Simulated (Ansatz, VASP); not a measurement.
One calculation of Si, two programs

File INCAR:

```
SYSTEM = Si
PREC = Accurate
ENCUT = 500
EDIFF = 1E-6
ISMEAR = 0
SIGMA = 0.02
LREAL = .FALSE.
LASPH = .TRUE.
NELM = 120
ALGO = Normal
ISIF = 2
LWAVE = .FALSE.
LCHARG = .FALSE.
GGA = PE
NBANDS = 11
GGA_COMPAT = .FALSE.
```

KPOINTS

```
regular mesh
0
G
  8 8 8
  0 0 0
```

POSCAR

```
Si
1.0
    0.0000000000      2.7071775604      2.7071775604
    2.7071775604      0.0000000000      2.7071775604
    2.7071775604      2.7071775604      0.0000000000
Si
2
Direct
    0.7500000000      0.7500000000      0.7500000000
    0.5000000000      0.5000000000      0.5000000000
```

Input for Ansatz:

```yaml
crystal:
  lattice:
    - [0.0, 2.7071775604, 2.7071775604]
    - [2.7071775604, 0.0, 2.7071775604]
    - [2.7071775604, 2.7071775604, 0.0]
  atoms:
    - { symbol: Si, position: [0.75, 0.75, 0.75] }
    - { symbol: Si, position: [0.5, 0.5, 0.5] }
basis: {}
kpoints:
  mp_grid: { grid: [8, 8, 8] }
hamiltonian:
  xc: pbe
  pseudopotentials: { kind: all_electron, lapw: {} }
scf:
  occupations: { method: gaussian, width: 0.02 }
output:
  forces: true
  stress: true
  eigenvalues: true
```

Alike in both runs: task single point; functional PBE; k mesh 8 × 8 × 8; occupations gaussian, width 0.02 eV; no spin polarisation.

|  | VASP | Ansatz |
| --- | --- | --- |
| version | VASP 6.6.1 | Ansatz 0.2.0 |
| potentials or method | VASP PAW PBE potentials, release 64 (Si), cutoff 500 eV | scalar-relativistic, all-electron LAPW |

|  | VASP | Ansatz | Ansatz less VASP |
| --- | --- | --- | --- |
| gap on the k mesh at the Fermi level (eV) | 0.60 | 0.60 | 0.000 |
| least direct gap on the mesh (eV) | 2.57 | 2.56 | -0.004 |
| pressure (GPa) | 2.8 | 2.9 | +0.04 |

Ansatz ran all-electron here, and VASP with PAW potentials.
